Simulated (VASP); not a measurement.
The system is SnSe (rocksalt type).

```
Sn Se
1.0
     0.00000    2.64542    2.64542
     2.64542    0.00000    2.64542
     2.64542    2.64542    0.00000
Sn Se
1 1
Direct
  0.00000 0.00000 0.00000
  0.50000 0.50000 0.50000
```

| Quantity | Value |
| --- | --- |
| Program | VASP 6.6.1 |
| Task | relaxation of cell and atoms |
| Functional | r2SCAN |
| Potentials or basis | VASP PAW PBE potentials, release 64 (Sn_d, Se) |
| Cutoff | 600 eV |
| k mesh | 12 × 12 × 12 |
| Occupations | fermi-dirac, width 0.1 eV |
| Spin | no spin polarisation |

At the start: pressure 46.7 GPa; volume 18.51 Å³/atom.

Task: Where does the relaxation end?

Result: Over 18 steps the energy falls by 905.2 meV/atom and the volume is 27.28 Å³/atom (+47.4 %); space group Fm-3m (No. 225, to 0.1 Å) before and after.

Step by step:
```
step  energy change (eV)  largest force (eV/Å)  pressure (GPa)  volume (Å³)
   1              0.0000                0.0000           46.66        37.03
   2             -1.1355                0.0000           -8.52        74.08
   3             -1.8104                0.0000           -0.08        54.66
   4             -1.8101                0.0000            0.29        54.26
   5             -1.8101                0.0000            0.32        54.26
   6             -1.8102                0.0000            0.28        54.27
   7             -1.8102                0.0000            0.29        54.27
   8             -1.8102                0.0000            0.29        54.27
   9             -1.8102                0.0000            0.29        54.27
  10             -1.8102                0.0000            0.29        54.27
  11             -1.8102                0.0000            0.29        54.27
  12             -1.8102                0.0000            0.30        54.27
  13             -1.8102                0.0000            0.32        54.28
  14             -1.8102                0.0000            0.26        54.29
  15             -1.8102                0.0000            0.23        54.31
  16             -1.8103                0.0000            0.20        54.34
  17             -1.8104                0.0000            0.12        54.42
  18             -1.8104                0.0000            0.00        54.57
```

Final structure:
```
CELL_PARAMETERS angstrom
0.00000 3.01044 3.01044
3.01044 0.00000 3.01044
3.01044 3.01044 0.00000
ATOMIC_POSITIONS crystal
Sn 0.00000 0.00000 0.00000
Se 0.50000 0.50000 0.50000
```

Caveat: the volume moved by over 15 % at a fixed basis, so the end points are rough; the PAW data sets were made with another functional, which shifts forces and pressure a little.
